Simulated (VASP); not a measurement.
# Mg (Fm-3m) in VASP: further runs

The runs below take Mg through single point, with r2SCAN.

Program: VASP 6.6.1. These are calculated values, not measurements. Logs are shortened: lines on timing, memory, paths and dates and some standing lists are left out, and cuts for length are marked.

### 1 The cell of the first run

The structure is cubic, space group Fm-3m (No. 225). The conventional cell has a = 4.495 Å, b = 4.495 Å, c = 4.495 Å, α = 90.00°, β = 90.00°, γ = 90.00°. Within 4.2 Å of Mg (site symmetry m-3m) lie 12 Mg at 3.18 Å.

This isn't the form of Mg at room conditions, which is hcp.

### 2 Single point, r2SCAN

POSCAR reads:

```
Mg
1.0
    0.0000000000      2.2477226608      2.2477226608
    2.2477226608      0.0000000000      2.2477226608
    2.2477226608      2.2477226608      0.0000000000
Mg
1
Direct
    0.0000000000      0.0000000000      0.0000000000
```

INCAR.step1 reads:

```
SYSTEM = Mg
PREC     = Accurate       ! precision mode
ENCUT    = 520            ! plane-wave cutoff, eV
ISMEAR   = -1             ! smearing method
SIGMA    = 0.1            ! smearing width, eV
LREAL    = .FALSE.        ! projectors in reciprocal space
LASPH    = .TRUE.         ! aspherical terms in the spheres
NELM     = 60             ! most SCF steps
NBANDS   = 7              ! bands
GGA      = PE             ! functional
ALGO     = Normal         ! electronic algorithm
EDIFF    = 1E-4           ! SCF threshold, eV
LWAVE    = .TRUE.         ! write WAVECAR
LCHARG   = .FALSE.        ! write CHGCAR
```

INCAR.step2 reads:

```
SYSTEM = Mg
PREC     = Accurate       ! precision mode
ENCUT    = 520            ! plane-wave cutoff, eV
EDIFF    = 1E-6           ! SCF threshold, eV
ISMEAR   = -1             ! smearing method
SIGMA    = 0.1            ! smearing width, eV
LREAL    = .FALSE.        ! projectors in reciprocal space
LASPH    = .TRUE.         ! aspherical terms in the spheres
NELM     = 60             ! most SCF steps
ALGO     = Normal         ! electronic algorithm
ISIF     = 2              ! what is computed and relaxed
LWAVE    = .FALSE.        ! write WAVECAR
LCHARG   = .FALSE.        ! write CHGCAR
METAGGA  = R2SCAN         ! meta-GGA
LMIXTAU  = .TRUE.       
NBANDS   = 7              ! bands
ISTART   = 1
```

KPOINTS reads:

```
Automatic mesh
0
G
  12 12 12
  0 0 0
```

Potentials or basis: VASP PAW PBE potentials, release 64 (Mg).

Run with:

```sh
> cat potpaw_PBE.64/Mg/POTCAR > POTCAR
> cp INCAR.step1 INCAR
> mpirun -np 1 vasp_std > vasp.out
> cp INCAR.step2 INCAR
> mpirun -np 1 vasp_std > vasp.out
```

OUTCAR:

```text
SYSTEM = Mg
   PREC = Accurate
   ENCUT = 520
   EDIFF = 1E-6
   ISMEAR = -1
   LREAL = .FALSE.
   LASPH = .TRUE.
   NELM = 60
   ISIF = 2
   METAGGA = R2SCAN
   ISTART = 1

 ion  position               nearest neighbor table
   1  0.000  0.000  0.000-

  LATTYP: Found a face centered cubic cell.
 ALAT       =     4.4954453216

  Lattice vectors:

 A1 = (   0.0000000000,   2.2477226608,   2.2477226608)
 A2 = (   2.2477226608,   0.0000000000,   2.2477226608)
 A3 = (   2.2477226608,   2.2477226608,   0.0000000000)

Analysis of symmetry for initial positions (statically):
=====================================================================
 Subroutine PRICEL returns:
 Original cell was already a primitive cell.

 Routine SETGRP: Setting up the symmetry group for a
 face centered cubic supercell.

 Subroutine GETGRP returns: Found 48 space group operations
 (whereof 48 operations were pure point group operations)
 out of a pool of 48 trial point group operations.

The static configuration has the point symmetry O_h .

Analysis of symmetry for dynamics (positions and initial velocities):
=====================================================================
 Subroutine PRICEL returns:
 Original cell was already a primitive cell.

 Routine SETGRP: Setting up the symmetry group for a
 face centered cubic supercell.

 Subroutine GETGRP returns: Found 48 space group operations
 (whereof 48 operations were pure point group operations)
 out of a pool of 48 trial point group operations.

The dynamic configuration has the point symmetry O_h .

 Subroutine INISYM returns: Found 48 space group operations
 (whereof 48 operations are pure point group operations),
 and found     1 'primitive' translations

----------------------------------------------------------------------------------------

                                     Primitive cell

  volume of cell :      22.7121

  direct lattice vectors                    reciprocal lattice vectors
     0.000000000  2.247722661  2.247722661    -0.222447372  0.222447372  0.222447372
     2.247722661  0.000000000  2.247722661     0.222447372 -0.222447372  0.222447372
[... 72 lines left out ...]
   NGXF,Y,Z  is equivalent  to a cutoff of  25.10, 25.10, 25.10 a.u.
 SYSTEM =  Mg
   PREC   = accura    normal or accurate (medium, high low for compatibility)
   ISTART =      1    job   : 0-new  1-cont  2-samecut
   ICHARG =      0    charge: 1-file 2-atom 10-const
   ISPIN  =      1    spin polarized calculation?
   LNONCOLLINEAR =      F non collinear calculations
   LSORBIT =      F    spin-orbit coupling
   LASPH  =      T    aspherical Exc in radial PAW
   ENCUT  =  520.0 eV  38.22 Ry    6.18 a.u.   5.91  5.91  5.91*2*pi/ulx,y,z
   NELM   =     60;   NELMIN=  2; NELMDL=  0     # of ELM steps
   EDIFF  = 0.1E-05   stopping-criterion for ELM
   LREAL  =      F    real-space projection
   EDIFFG = 0.1E-04   stopping-criterion for IOM
   NSW    =      0    number of steps for IOM
   IBRION =     -1    ionic relax: 0-MD 1-quasi-New 2-CG
   NFREE  =      0    steps in history (QN), initial steepest desc. (CG)
   ISIF   =      2    stress and relaxation
   ISYM   =      2    0-nonsym 1-usesym 2-fastsym
   POTIM  = 0.5000    time-step for ionic-motion
   TEBEG  =    0.0;   TEEND  =   0.0 temperature during run
   PSTRESS=    0.0 pullay stress
   NELECT =       2.0000    total number of electrons
   NUPDOWN=      -1.0000    fix difference up-down
   EMIN   =  10.00;   EMAX   =-10.00  energy-range for DOS
   EFERMI =   0.00;   METHOD = LEGACY
   ISMEAR =    -1;   SIGMA  =   0.10  broadening in eV -4-tet -1-fermi 0-gaus
   EFERMI_NEDOS =   21; number of points for ismear=-14 and -15
   IALGO  =     38    algorithm
   IMIX   =      4    mixing-type and parameters
     AMIX     =   0.40;   BMIX     =  1.00
     AMIX_MAG =   1.60;   BMIX_MAG =  1.00
  volume/ion in A,a.u.               =      22.71       153.27
  Fermi-wavevector in a.u.,A,eV,Ry     =   0.728337  1.376357  7.217539  0.530474
  Thomas-Fermi vector in A             =   1.819784
   LORBIT       =      0    0 simple, 1 ext, 2 COOP (PROOUT), +10 PAW based schemes
   METAGGA = R2SCAN    functional components
   LHFCALC =     F    Hartree Fock is set to
   AEXX    =    0.0000 exact exchange contribution
   IVDW    =     0    specifies the selected vdW correction
   LEPSILON=     F    determine dielectric tensor
   LRPA    =     F    only Hartree local field effects (RPA)
 non-spin polarized calculation
  energy-cutoff  :      520.00
  volume of cell :       22.71
 maximum number of plane-waves:       624
   NGX = 11   NGY = 11   NGZ = 11

 number of electron       2.0000000 magnetization

 Free energy of the ion-electron system (eV)
  ---------------------------------------------------
  ext. energy  EPLUGINS =         0.00000000
  ---------------------------------------------------
  free energy    TOTEN  =        -4.13465574 eV

  energy without entropy =       -4.12012986  energy(sigma->0) =       -4.12739280

 E-fermi :   2.6540     XC(G=0):  -9.0767

 val. band max:        2.6054444516   @ k =  -0.4167   0.0833   0.0000
 cond. band min:       2.6643601425   @ k =  -0.4167   0.2500   0.0000
 fundamental gap:      0.0589156909
 Fermi energy:         2.6539985736

 k-point     1 :       0.0000    0.0000    0.0000
  band No.  band energies     occupation
      1      -4.7373      2.00000
      2      15.9478      0.00000
      3      15.9478      0.00000
      4      15.9478      0.00000
      5      18.2581      0.00000
      6      18.2581      0.00000
      7      18.2581      0.00000
[... 221 lines left out ...]
 k-point    24 :      -0.4167    0.1667    0.0000
  band No.  band energies     occupation
      1       0.9397      2.00000
      2       2.3795      1.87926
      3       9.8305      0.00000
      4      12.9513      0.00000
      5      14.4755      0.00000
      6      18.7233      0.00000
      7      20.8455      0.00000

 [... further k-points ...]
[... 5 lines left out ...]
  --------------------------------------------------------------------------------------
  -------------------------------------------------------------------------------------
  Total       -0.0360959     -0.0360959     -0.0360959      0.0000000      0.0000000      0.0000000
  in kB       -2.5463008     -2.5463008     -2.5463008      0.0000000      0.0000000      0.0000000
  external PRESSURE =      -2.5463008 kB  Pullay stress =       0.0000000 kB

 VOLUME and BASIS-vectors are now :
 -----------------------------------------------------------------------------
  energy-cutoff  :      520.00
  volume of cell :       22.71
      direct lattice vectors                 reciprocal lattice vectors
     0.000000000  2.247722661  2.247722661    -0.222447372  0.222447372  0.222447372
     2.247722661  0.000000000  2.247722661     0.222447372 -0.222447372  0.222447372
     2.247722661  2.247722661  0.000000000     0.222447372  0.222447372 -0.222447372

 POSITION                                       TOTAL-FORCE (eV/Angst)
 -----------------------------------------------------------------------------------
      0.00000      0.00000      0.00000        -0.000000     -0.000000      0.000000
 -----------------------------------------------------------------------------------
    total drift:                                0.000000     -0.000000     -0.000000

  FREE ENERGIE OF THE ION-ELECTRON SYSTEM (eV)
  ---------------------------------------------------
  free  energy   TOTEN  =        -4.1346557414 eV

  energy  without entropy=       -4.1201298626  energy(sigma->0) =       -4.12739280
```

OUTCAR.step1:

```text
SYSTEM = Mg
   PREC = Accurate
   ENCUT = 520
   ISMEAR = -1
   LREAL = .FALSE.
   LASPH = .TRUE.
[... 456 lines left out ...]
 -----------------------------------------------------------------------------------
      0.00000      0.00000      0.00000         0.000000      0.000000      0.000000
 -----------------------------------------------------------------------------------
    total drift:                                0.000000     -0.000000     -0.000000

  FREE ENERGIE OF THE ION-ELECTRON SYSTEM (eV)
  ---------------------------------------------------
  free  energy   TOTEN  =        -1.4974690283 eV

  energy  without entropy=       -1.4809643400  energy(sigma->0) =       -1.48921668
```

It took 25 s on 1 thread of AMD EPYC 7R13 (Zen 3), shared host; peak memory 0.12 GiB.

Results:

| Quantity | Value |
| --- | --- |
| Free energy | -4.1347 eV |
| Pressure | -0.3 GPa |
| Band gap on the k mesh | zero (bands 1 and 2 overlap by 2.75 eV) |

Caveat: the PAW data sets were made with another functional, which shifts forces and pressure a little.

### 3 Single point, r2SCAN (19.99 Å³/atom)

This run uses another cell than the first one, of 19.99 Å³/atom.

POSCAR reads:

```
Mg
1.0
    0.0000000000      2.1539565980      2.1539565980
    2.1539565980      0.0000000000      2.1539565980
    2.1539565980      2.1539565980      0.0000000000
Mg
1
Direct
    0.0000000000      0.0000000000      0.0000000000
```

INCAR.step1 reads:

```
PREC = Accurate
ENCUT = 520
ISMEAR = -1
SIGMA = 0.1
LREAL = False
LASPH = True
NELM = 100
NBANDS = 7
GGA = PE
ALGO = Normal
EDIFF = 1E-4
LWAVE = True
LCHARG = False
```

INCAR.step2 reads:

```
PREC = Accurate
ENCUT = 520
EDIFF = 1E-6
ISMEAR = -1
SIGMA = 0.1
LREAL = False
LASPH = True
NELM = 100
ALGO = Normal
ISIF = 2
LWAVE = False
LCHARG = False
METAGGA = R2SCAN
LMIXTAU = True
NBANDS = 7
ISTART = 1
```

KPOINTS reads:

```
regular mesh
0
Gamma
  14 14 14
```

Potentials or basis: VASP PAW PBE potentials, release 64 (Mg).

Run with:

```sh
> cat potpaw_PBE.64/Mg/POTCAR > POTCAR
> cp INCAR.step1 INCAR
> mpirun -np 1 vasp_std > vasp.out
> cp INCAR.step2 INCAR
> mpirun -np 1 vasp_std > vasp.out
```

Wall time 33 s (1 thread of AMD EPYC 7R13 (Zen 3), shared host); peak memory 0.12 GiB.

The run converged. Its results:

```
Free energy            : -4.0927 eV
Pressure               : 6.2 GPa
Band gap on the k mesh : zero (bands 1 and 2 overlap by 2.32 eV)
```

Levels at points of the mesh, in eV from the Fermi level:
```csv
k point,band 1,band 2,band 3,band 4,band 5
"(0.00, 0.00, 0.00)",-8.00,14.12,14.12,14.12,16.68
"(0.50, 0.00, 0.00)",-2.15,-1.22,12.83,12.83,14.60
"(0.50, 0.50, 0.00)",-0.30,0.96,6.72,8.28,8.28
```

Caveat: the cell stands under pressure; the PAW data sets were made with another functional, which shifts forces and pressure a little.

The gap in the log of VASP goes by the Fermi energy; the results here count the filled bands.